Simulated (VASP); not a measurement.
Input of a VASP 6.6.1 run:

File INCAR:

```
SYSTEM = SnC3
PREC     = Accurate       ! precision mode
ENCUT    = 520            ! plane-wave cutoff, eV
EDIFF    = 1E-6           ! SCF threshold, eV
ISMEAR   = 0              ! smearing method
SIGMA    = 0.01           ! smearing width, eV
LREAL    = .False.        ! projectors in reciprocal space
LASPH    = .True.         ! aspherical terms in the spheres
NELM     = 60             ! most SCF steps
ALGO     = Normal         ! electronic algorithm
ISIF     = 2              ! what is computed and relaxed
LWAVE    = .False.        ! write WAVECAR
LCHARG   = .False.        ! write CHGCAR
GGA      = PE             ! functional
NBANDS   = 21             ! bands
```

The input KPOINTS:

```
Automatic mesh
0
Gamma
  8 8 6
  0 0 0
```

Contents of POSCAR:

```
SnC3
1.0
    2.9788882465      0.0000000000      0.0000000000
    0.0000000000      2.9788882465      0.0000000000
    0.0000000000      0.0000000000      4.6435166732
C Sn
3 1
Direct
    0.5000000000      0.0000000000      0.8203632745
    0.5000000000      0.5000000000      0.0000000000
    0.0000000000      0.5000000000      0.1796367255
    0.0000000000      0.0000000000      0.5000000000
```

Potentials or basis: VASP PAW PBE potentials, release 64 (C, Sn_d).

The run is started by

```sh
$ cat potpaw_PBE.64/C/POTCAR potpaw_PBE.64/Sn_d/POTCAR > POTCAR
$ mpirun -np 1 vasp_std > vasp.out
```

Task: Estimate the pressure.

Result: 2.7 GPa.

Task: Estimate the largest force.

Result: 0.335 eV/Å.

Task: Estimate the band gap on the k mesh.

Result: 0.34 eV, indirect (least direct gap 0.61 eV).

Stress tensor (GPa, compression positive):
```
2.38 0.00 0.00
0.00 2.38 0.00
0.00 0.00 3.20
```

Caveat: spin-orbit coupling is left out, which moves the levels of the heavy elements. A k mesh can miss the band edges.
